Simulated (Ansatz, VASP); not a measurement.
One calculation of Cu, two programs

```
Cu
1.0
     2.54575    0.00000    0.00000
    -1.27287    2.20468    0.00000
     0.00000    0.00000    4.09639
Cu
2
Direct
  0.33333 0.66667 0.25000
  0.66667 0.33333 0.75000
```

Alike in both runs: functional r2SCAN; k mesh 6 × 6 × 4; occupations gaussian, width 0.1 eV; no spin polarisation.

Ansatz relaxed the structure, and its values are those at the end. VASP's run is a single point on that final structure, the one shown.

|  | VASP | Ansatz |
| --- | --- | --- |
| version | VASP 6.6.1 | Ansatz 0.2.0 |
| potentials or method | VASP PAW PBE potentials, release 64 (Cu), cutoff 520 eV | scalar-relativistic, plane waves, PAW |
| valence electrons in the cell | 22 | 38 |

|  | VASP | Ansatz | Ansatz less VASP |
| --- | --- | --- | --- |
| gap on the k mesh at the Fermi level (eV) | none | none | - |
| pressure (GPa) | 0.5 | -0.1 | -0.69 |

VASP's potentials were made for PBE, not for r2SCAN. A gap of «none» marks a metal or a gap that the smearing closes. The functional is the same, so the differences come from potentials, cutoffs and numerics. VASP's potentials hold 22 valence electrons a cell and Ansatz's 38, so a difference there can come from the potentials and not from the codes.

The k mesh is coarse, so the values compare programs but aren't converged.
